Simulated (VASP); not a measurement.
# Al (C2/m) in VASP: single point with PBEsol

Aim: the single point of Al with PBEsol.

Program: VASP 6.6.1. These are calculated values, not measurements. Logs are shortened: lines on timing, memory, paths and dates and some standing lists are left out, and cuts for length are marked.

## (1) The cell of the first run

The typed cell holds 1 atom: a = 2.949 Å, b = 2.949 Å, c = 2.819 Å, α = 90.00°, β = 58.63°, γ = 120.00°.

## (2) Single point, PBEsol

Input file INCAR:

```
ALGO = Normal ; EDIFF = 1E-7
ENCUT = 520 ; GGA = PS
ISIF = 2 ; ISMEAR = 0
ISYM = 0 ; LASPH = True
LCHARG = False ; LREAL = False
LWAVE = False ; NBANDS = 8
NELM = 80 ; PREC = Accurate
SIGMA = 0.1
```

Input file KPOINTS:

```
k-points
0
Gamma
  12 12 15
```

Input file POSCAR:

```
Al
1.0
    2.9489225280     -0.0000019393     -0.0044509649
   -1.4744629435      2.5538447320      0.0000000000
    1.4711167862      0.8493496725      2.2502925542
Al
1
Direct
    0.0000000000      0.0000000000      0.0000000000
```

Potentials or basis: VASP PAW PBE potentials, release 64 (Al).

Launch:

```
cat potpaw_PBE.64/Al/POTCAR > POTCAR
mpirun -np 1 vasp_std > vasp.out
```

OUTCAR:

```text
EDIFF = 1E-7
   ENCUT = 520
   GGA = PS
   ISIF = 2
   ISMEAR = 0
   ISYM = 0
   LASPH = True
   LREAL = False
   NELM = 80
   PREC = Accurate

 ion  position               nearest neighbor table
   1  0.000  0.000  0.000-

IMPORTANT INFORMATION: All symmetrisations will be switched off!
NOSYMM: (Re-)initialisation of all symmetry stuff for point group C_1.

----------------------------------------------------------------------------------------

                                     Primitive cell

  volume of cell :      16.9694

  direct lattice vectors                    reciprocal lattice vectors
     2.948922528 -0.000001939 -0.004450965     0.338661479  0.195526296 -0.295197521
    -1.474462944  2.553844732  0.000000000    -0.000222521  0.391438010 -0.147598760
     1.471116786  0.849349673  2.250292554     0.000669855  0.000386741  0.443802778

  length of vectors
     2.948925887  2.948925887  2.819467333     0.489962964  0.418340961  0.443803452

  position of ions in fractional coordinates (direct lattice)
     0.000000000  0.000000000  0.000000000

  ion indices of the primitive-cell ions
   primitive index   ion index
                 1           1

----------------------------------------------------------------------------------------

 KPOINTS: k-points

Automatic generation of k-mesh.
 Grid dimensions read from file:
 generate k-points for:   12   12   15

 Generating k-lattice:

  Cartesian coordinates                     Fractional coordinates (reciprocal lattice)
     0.028221790  0.016293858 -0.024599793     0.083333333 -0.000000000  0.000000000
    -0.000018543  0.032619834 -0.012299897     0.000000000  0.083333333 -0.000000000
     0.000044657  0.000025783  0.029586852     0.000000000 -0.000000000  0.066666667

  Length of vectors
     0.040830247  0.034861747  0.029586897

  Shift w.r.t. Gamma in fractional coordinates (k-lattice)
     0.000000000  0.000000000  0.000000000

 Subroutine IBZKPT returns following result:
 ===========================================

 Found   1082 irreducible k-points:

 Following reciprocal coordinates:
            Coordinates               Weight
  0.000000  0.000000  0.000000      1.000000
  0.083333 -0.000000  0.000000      2.000000
  0.166667  0.000000  0.000000      2.000000
  0.250000 -0.000000  0.000000      2.000000
  0.333333 -0.000000  0.000000      2.000000
  0.416667 -0.000000  0.000000      2.000000
[... 16 lines left out ...]
 -0.250000  0.166667 -0.000000      2.000000
  0.166667  0.166667  0.000000      2.000000
 [... further k-points ...]
   k-points           NKPTS =   1082   k-points in BZ     NKDIM =   1082   number of bands    NBANDS=      8
   number of dos      NEDOS =    301   number of ions     NIONS =      1
   total plane-waves  NPLWV =  13824
   dimension x,y,z NGX =    24 NGY =   24 NGZ =   24
   dimension x,y,z NGXF=    48 NGYF=   48 NGZF=   48
   ions per type =               1
   NGX,Y,Z   is equivalent  to a cutoff of  13.53, 13.53, 14.15 a.u.
   NGXF,Y,Z  is equivalent  to a cutoff of  27.06, 27.06, 28.30 a.u.
 SYSTEM =  unknown system
   PREC   = accura    normal or accurate (medium, high low for compatibility)
   ISTART =      0    job   : 0-new  1-cont  2-samecut
   ICHARG =      2    charge: 1-file 2-atom 10-const
   ISPIN  =      1    spin polarized calculation?
   LNONCOLLINEAR =      F non collinear calculations
   LSORBIT =      F    spin-orbit coupling
   LASPH  =      T    aspherical Exc in radial PAW
   ENCUT  =  520.0 eV  38.22 Ry    6.18 a.u.   5.48  5.48  5.24*2*pi/ulx,y,z
   NELM   =     80;   NELMIN=  2; NELMDL= -5     # of ELM steps
   EDIFF  = 0.1E-06   stopping-criterion for ELM
   LREAL  =      F    real-space projection
   EDIFFG = 0.1E-05   stopping-criterion for IOM
   NSW    =      0    number of steps for IOM
   IBRION =     -1    ionic relax: 0-MD 1-quasi-New 2-CG
   NFREE  =      0    steps in history (QN), initial steepest desc. (CG)
   ISIF   =      2    stress and relaxation
   ISYM   =      0    0-nonsym 1-usesym 2-fastsym
   POTIM  = 0.5000    time-step for ionic-motion
   TEBEG  =    0.0;   TEEND  =   0.0 temperature during run
   PSTRESS=    0.0 pullay stress
   NELECT =       3.0000    total number of electrons
   NUPDOWN=      -1.0000    fix difference up-down
   EMIN   =  10.00;   EMAX   =-10.00  energy-range for DOS
   EFERMI =   0.00;   METHOD = LEGACY
   ISMEAR =     0;   SIGMA  =   0.10  broadening in eV -4-tet -1-fermi 0-gaus
   EFERMI_NEDOS =   21; number of points for ismear=-14 and -15
   IALGO  =     38    algorithm
   IMIX   =      4    mixing-type and parameters
     AMIX     =   0.40;   BMIX     =  1.00
     AMIX_MAG =   1.60;   BMIX_MAG =  1.00
  volume/ion in A,a.u.               =      16.97       114.52
  Fermi-wavevector in a.u.,A,eV,Ry     =   0.918811  1.736300 11.486216  0.844213
  Thomas-Fermi vector in A             =   2.043934
   LORBIT       =      0    0 simple, 1 ext, 2 COOP (PROOUT), +10 PAW based schemes
   GGA     = PS    functional components
   LHFCALC =     F    Hartree Fock is set to
   AEXX    =    0.0000 exact exchange contribution
   IVDW    =     0    specifies the selected vdW correction
   LEPSILON=     F    determine dielectric tensor
   LRPA    =     F    only Hartree local field effects (RPA)
 non-spin polarized calculation
 Gauss-broadening in eV      SIGMA  =   0.10
  energy-cutoff  :      520.00
  volume of cell :       16.97
 maximum number of plane-waves:       475
 NGX is ok and might be reduce to    24
   NGX = 11   NGY = 11   NGZ = 11

 number of electron       3.0000000 magnetization

 Free energy of the ion-electron system (eV)
  ---------------------------------------------------
  ext. energy  EPLUGINS =         0.00000000
  ---------------------------------------------------
  free energy    TOTEN  =        -4.08311014 eV

  energy without entropy =       -4.08131914  energy(sigma->0) =       -4.08221464

 E-fermi :   7.7123     XC(G=0): -10.1530

 val. band max:        7.7072597148   @ k =  -0.2500   0.4167   0.1333
 cond. band min:       7.7133718710   @ k =   0.5000   0.1667   0.0667
 fundamental gap:      0.0061121562
 Fermi energy:         7.7123488942

 k-point     1 :       0.0000    0.0000    0.0000
  band No.  band energies     occupation
      1      -3.2798      2.00000
      2      19.4052      0.00000
      3      19.4363      0.00000
      4      20.6488      0.00000
      5      20.7108      0.00000
      6      21.3962      0.00000
      7      21.9386      0.00000
      8      24.9684      0.00000

 k-point     2 :       0.0833   -0.0000    0.0000
  band No.  band energies     occupation
      1      -3.0333      2.00000
      2      17.6207      0.00000
      3      18.0620      0.00000
      4      19.2997      0.00000
      5      21.1785      0.00000
      6      22.8092      0.00000
      7      23.5610      0.00000
      8      24.1701      0.00000

 k-point     3 :       0.1667    0.0000    0.0000
  band No.  band energies     occupation
      1      -2.2964      2.00000
      2      15.7398      0.00000
      3      16.2647      0.00000
      4      17.4378      0.00000
      5      19.7453      0.00000
      6      20.1559      0.00000
      7      25.7571      0.00000
      8      26.3237      0.00000

 k-point     4 :       0.2500   -0.0000    0.0000
  band No.  band energies     occupation
      1      -1.0766      2.00000
      2      14.2596      0.00000
      3      14.7474      0.00000
      4      15.6735      0.00000
      5      16.0501      0.00000
      6      18.6764      0.00000
      7      28.6507      0.00000
      8      28.8512      0.00000

 k-point     5 :       0.3333   -0.0000    0.0000
  band No.  band energies     occupation
      1       0.6122      2.00000
      2      11.9050      0.00000
      3      13.2008      0.00000
      4      13.7155      0.00000
      5      14.8707      0.00000
      6      17.5908      0.00000
      7      30.0221      0.00000
      8      31.4835      0.00000

 k-point     6 :       0.4167   -0.0000    0.0000
  band No.  band energies     occupation
      1       2.7397      2.00000
      2       8.5135      0.00000
      3      12.5660      0.00000
      4      13.0297      0.00000
      5      14.2300      0.00000
      6      16.8970      0.00000
      7      31.4009      0.00000
      8      33.2081      0.00000

 k-point     7 :       0.5000   -0.0000    0.0000
  band No.  band energies     occupation
      1       4.7911      2.00000
      2       6.0366      2.00000
      3      12.3546      0.00000
      4      12.8012      0.00000
      5      14.0194      0.00000
      6      16.6591      0.00000
      7      32.1137      0.00000
      8      33.9855      0.00000

 k-point     8 :       0.0000    0.0833    0.0000
  band No.  band energies     occupation
      1      -3.1001      2.00000
      2      16.9095      0.00000
      3      18.9078      0.00000
      4      20.2467      0.00000
      5      21.4825      0.00000
      6      22.1718      0.00000
      7      23.3076      0.00000
      8      25.7143      0.00000

 k-point     9 :      -0.0833    0.0833    0.0000
  band No.  band energies     occupation
      1      -3.1001      2.00000
      2      16.9095      0.00000
      3      18.9078      0.00000
      4      20.2467      0.00000
      5      21.4825      0.00000
      6      22.1718      0.00000
      7      23.3076      0.00000
      8      25.7143      0.00000

 k-point    10 :       0.0833    0.0833    0.0000
  band No.  band energies     occupation
      1      -2.6082      2.00000
      2      14.7987      0.00000
      3      17.6968      0.00000
      4      19.4406      0.00000
      5      20.8455      0.00000
      6      22.2224      0.00000
      7      23.3764      0.00000
      8      25.1686      0.00000
[... 78 lines left out ...]
 k-point    18 :       0.4167    0.0833    0.0000
  band No.  band energies     occupation
      1       4.0364      2.00000
      2       7.1219      2.00000
      3      10.3492      0.00000
      4      14.1533      0.00000
      5      14.5876      0.00000
      6      17.3602      0.00000
      7      31.1665      0.00000
      8      33.1457      0.00000

 k-point    19 :       0.5000    0.0833    0.0000
  band No.  band energies     occupation
      1       4.0364      2.00000
      2       7.1219      2.00000
      3      10.3492      0.00000
      4      14.1533      0.00000
      5      14.5876      0.00000
      6      17.3602      0.00000
      7      31.1665      0.00000
      8      33.1457      0.00000

 k-point    20 :       0.0000    0.1667    0.0000
  band No.  band energies     occupation
      1      -2.5623      2.00000
      2      13.6892      0.00000
      3      18.2950      0.00000
      4      19.5830      0.00000
      5      22.3807      0.00000
      6      22.6417      0.00000
      7      24.0335      0.00000
      8      24.4445      0.00000

 k-point    21 :      -0.1667    0.1667    0.0000
  band No.  band energies     occupation
      1      -2.5623      2.00000
      2      13.6892      0.00000
      3      18.2950      0.00000
      4      19.5830      0.00000
      5      22.3807      0.00000
      6      22.6417      0.00000
      7      24.0335      0.00000
      8      24.4445      0.00000

 k-point    22 :       0.0833    0.1667    0.0000
  band No.  band energies     occupation
      1      -1.8278      2.00000
      2      11.7013      0.00000
      3      17.2520      0.00000
      4      19.3407      0.00000
      5      20.1047      0.00000
      6      22.2415      0.00000
      7      23.4508      0.00000
      8      24.7511      0.00000

 k-point    23 :      -0.2500    0.1667   -0.0000
  band No.  band energies     occupation
      1      -1.8278      2.00000
      2      11.7013      0.00000
      3      17.2520      0.00000
      4      19.3407      0.00000
      5      20.1047      0.00000
      6      22.2415      0.00000
      7      23.4508      0.00000
      8      24.7511      0.00000

 k-point    24 :       0.1667    0.1667    0.0000
  band No.  band energies     occupation
      1      -0.6120      2.00000
      2      10.1222      0.00000
      3      15.7620      0.00000
      4      16.3794      0.00000
      5      17.8830      0.00000
      6      21.0951      0.00000
      7      25.6512      0.00000
      8      26.6490      0.00000

 [... further k-points ...]
[... 5 lines left out ...]
  --------------------------------------------------------------------------------------
  -------------------------------------------------------------------------------------
  Total       -0.5057954     -0.5021559      0.0110625     -0.0031518      0.0005444      0.0009429
  in kB      -47.7548795    -47.4112567      1.0444741     -0.2975739      0.0514030      0.0890284
  external PRESSURE =     -31.3738874 kB  Pullay stress =       0.0000000 kB

 VOLUME and BASIS-vectors are now :
 -----------------------------------------------------------------------------
  energy-cutoff  :      520.00
  volume of cell :       16.97
      direct lattice vectors                 reciprocal lattice vectors
     2.948922528 -0.000001939 -0.004450965     0.338661479  0.195526296 -0.295197521
    -1.474462944  2.553844732  0.000000000    -0.000222521  0.391438010 -0.147598760
     1.471116786  0.849349673  2.250292554     0.000669855  0.000386741  0.443802778

 POSITION                                       TOTAL-FORCE (eV/Angst)
 -----------------------------------------------------------------------------------
      0.00000      0.00000      0.00000        -0.000000      0.000000      0.000000
 -----------------------------------------------------------------------------------
    total drift:                               -0.000000      0.000000      0.000000

  FREE ENERGIE OF THE ION-ELECTRON SYSTEM (eV)
  ---------------------------------------------------
  free  energy   TOTEN  =        -4.0831101402 eV

  energy  without entropy=       -4.0813191440  energy(sigma->0) =       -4.08221464
```

Run time: 49 s. Hardware: 1 thread of Intel Xeon Platinum 8488C (Sapphire Rapids), shared host; peak memory 0.24 GiB.

Results:

- Free energy: -4.0831 eV
- Pressure: -3.1 GPa

Caveat: the PAW data sets were made with another functional, which shifts forces and pressure a little.
